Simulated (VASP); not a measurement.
# InP: relaxation of cell and atoms with revPBE+D3(BJ)

The system is InP.

```
CELL_PARAMETERS angstrom
0.00000 2.93050 2.93050
2.93050 0.00000 2.93050
2.93050 2.93050 0.00000
ATOMIC_POSITIONS crystal
In 0.00000 0.00000 0.00000
P 0.75000 0.75000 0.75000
```

```yaml
Program: VASP 6.6.1
Task: relaxation of cell and atoms
Functional: revPBE
Dispersion: D3(BJ)
Potentials_or_basis: VASP PAW PBE potentials, release 64 (In_d, P)
Cutoff: 600 eV
k_mesh: 8 × 8 × 8
Occupations: fermi-dirac, width 0.05 eV
Spin: no spin polarisation
Dipole_correction: no
Further_INCAR_settings: ALGO = Normal; EDIFF = 1e-06; IBRION = 2; EDIFFG = -0.005; NSW = 80; ISIF = 3
```

```yaml
Relaxed_volume: 25.28 Å³/atom
Relaxed_cell: a = 4.151 Å, b = 4.151 Å, c = 4.151 Å, α = 60.00°, β = 60.00°, γ = 60.00°
Space_group_after_relaxing_to_0.05_Å: F-43m (No. 216)
Energy_gained_by_relaxing: 0.1 meV/atom
Ionic_steps: 3
Pressure_after_relaxing: 0.0 GPa
Band_gap_on_the_k_mesh: 0.78 eV, direct
Dispersion_energy_per_atom: -0.586 eV
```

Step by step:
```csv
step,energy change (eV),largest force (eV/Å),pressure (GPa),volume (Å³)
1,0.0000,0.0000,0.30,50.33
2,-0.0002,0.0000,-0.15,50.68
3,-0.0002,0.0000,-0.01,50.57
```

Final structure:
```yaml
crystal:
  lattice:
    - [0.00000, 2.93504, 2.93504]
    - [2.93504, 0.00000, 2.93504]
    - [2.93504, 2.93504, 0.00000]
  atoms:
    - { symbol: In, position: [0.00000, 0.00000, 0.00000] }
    - { symbol: P, position: [0.75000, 0.75000, 0.75000] }
```

Levels at points of the mesh, in eV from the valence-band top:
| k point | band 7 | band 8 | band 9 | band 10 | band 11 | band 12 |
| --- | --- | --- | --- | --- | --- | --- |
| (0.00, 0.00, 0.00) | 0.00 | 0.00 | 0.00 | 0.78 | 4.12 | 4.12 |
| (0.50, 0.00, 0.00) | -5.67 | -0.96 | -0.96 | 1.56 | 4.84 | 4.84 |
| (0.50, 0.50, 0.00) | -5.69 | -2.29 | -2.29 | 1.86 | 2.33 | 9.29 |

Run time: 47 s on 1 thread of Intel(R) Xeon(R) Platinum 8259CL CPU @ 2.50GHz (Skylake/Cascade Lake), on a shared host, peak memory 0.22 GiB.

Caveat: the PAW data sets were made with another functional, which shifts forces and pressure a little; spin-orbit coupling is left out, which moves the levels of the heavy elements. Zero-point motion and thermal expansion aren't in these numbers.
